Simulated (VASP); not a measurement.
A run of VASP 6.6.1 is set up as follows.

File INCAR:

```
SYSTEM = Si4HC4
PREC     = Accurate       ! precision mode
ENCUT    = 520            ! plane-wave cutoff, eV
EDIFF    = 1E-6           ! SCF threshold, eV
ISMEAR   = 0              ! smearing method
SIGMA    = 0.05           ! smearing width, eV
LREAL    = .False.        ! projectors in reciprocal space
LASPH    = .True.         ! aspherical terms in the spheres
NELM     = 200            ! most SCF steps
ALGO     = Normal         ! electronic algorithm
ISIF     = 2              ! what is computed and relaxed
LWAVE    = .False.        ! write WAVECAR
LCHARG   = .True.         ! write CHGCAR
ISPIN    = 2              ! spin polarisation
MAGMOM   = 0 0 0 0 0 0 0 0 1 ! initial moments
LORBIT   = 11             ! projections on sites
LDIPOL   = .True.       
IDIPOL   = 3            
DIPOL    = 0.5 0.5 0.330
GGA      = PE             ! functional
LELF     = .True.         ! ELF
LVHAR    = .True.       
LVACPOTAV= .True.       
NBANDS   = 30             ! bands
GGA_COMPAT= .False.      
NELMDL   = -8
```

KPOINTS

```
regular mesh
0
Gamma
  9 6 1
  0 0 0
```

POSCAR

```
Si4HC4
1.0
    3.0967389835      0.0000000000      0.0000000000
    0.0000000000      4.3794502696      0.0000000000
    0.0000000000      0.0000000000     20.1332068295
Si C H
4 4 1
Direct
    0.5000000000      0.5000000000      0.1986767450
    0.0000000000      0.0000000000      0.2755829977
    0.5000000000      0.4971400051      0.3554907352
    0.0000000000      0.9498903695      0.4168952500
    0.0000000000      0.2500000000      0.1986767450
    0.5000000000      0.7500000000      0.2755829977
    0.0000000000      0.2559423864      0.3541649037
    0.5000000000      0.7547379437      0.4288043580
    1.0000000000      1.2547379437      0.4669589188
```

Potentials or basis: VASP PAW PBE potentials, release 64 (Si, C, H).

The run is started by

```sh
$ cat potpaw_PBE.64/Si/POTCAR potpaw_PBE.64/C/POTCAR potpaw_PBE.64/H/POTCAR > POTCAR
$ mpirun -np 1 vasp_std > vasp.out
```

Q: Predict the largest force.

A: 4.493 eV/Å.

Q: Predict the site moments.

A: Si -0.04, +0.00, +0.01 (each value once); C +0.14, +0.02, +0.07, +0.15; H +0.05 μB.

Forces on the atoms (eV/Å):
```
Si   0.000 -2.486  1.353
Si   0.000  0.593 -0.750
Si   0.000 -0.665  0.433
Si   0.000  2.736  3.564
C    0.000  1.825 -0.237
C    0.000  0.524 -0.306
C    0.000 -0.342 -2.468
C    0.000 -1.146 -1.591
H    0.000 -1.039  0.002
```
